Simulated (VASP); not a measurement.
Crystal: Ti.

```
Ti
1.0
    -1.69616    1.69616    1.69616
     1.69616   -1.69616    1.69616
     1.69616    1.69616   -1.69616
Ti
1
Direct
  0.00000 0.00000 0.00000
```

This isn't the form of Ti at room conditions, which is hcp.

Base run:

* Program: VASP 6.6.1
* Functional: PBEsol
* Potentials or basis: VASP PAW PBE potentials, release 64 (Ti_sv)
* Cutoff: 520 eV
* k mesh: 22 × 22 × 22
* Occupations: gaussian, width 0.15 eV
* Spin: collinear spin
* Starting moments: [1.0] μB
* Fixed moment: 1 μB

Its results: pressure -12.5 GPa; site moments Ti +0.69 μB.

Question: The run is repeated on the same cell with these changes: fixed moment from 1 μB to 0.75 μB; moments at the start from [1.0] to [0.75]. What comes out?

Answer: Pressure -13.2 GPa; site moments Ti +0.52 μB.

Caveats: the cell stands under tension; the PAW data sets were made with another functional, which shifts forces and pressure a little; the total moment is fixed, so each spin has its own Fermi level and the state may be an excited one.
